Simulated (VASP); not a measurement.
Co, 1 atom in the cell. The structure is cubic, space group Pm-3m (No. 221). The conventional cell has a = 2.219 Å, b = 2.219 Å, c = 2.219 Å, α = 90.00°, β = 90.00°, γ = 90.00°. Within 2.9 Å of Co (site symmetry m-3m) lie 6 Co at 2.22 Å. This isn't the form of Co at room conditions, which is hcp.

```yaml
Program: VASP 6.6.1
Task: single point
Functional: PBEsol
Potentials_or_basis: VASP PAW PBE potentials, release 64 (Co_sv)
Cutoff: 690 eV
k_mesh: 16 × 16 × 16
Occupations: fermi-dirac, width 0.1 eV
Spin: no spin polarisation
Dipole_correction: no
Further_INCAR_settings: ALGO = Normal; EDIFF = 1e-06; NBANDS = 14
```

Potentials or basis: VASP PAW PBE potentials, release 64 (Co_sv).

The run is started by

```bash
$ cat potpaw_PBE.64/Co_sv/POTCAR > POTCAR
$ mpirun -np 1 vasp_std > vasp.out
```

Hardware: 1 thread of AMD EPYC 9R45 96-Core Processor (Zen 5), on a shared host.

Question: Estimate the wall time of this run.

Answer: Run time: 14 s on 1 thread of AMD EPYC 9R45 96-Core Processor (Zen 5) (shared host), peak memory 0.12 GiB. Counts: scf iterations 11, k points 165.
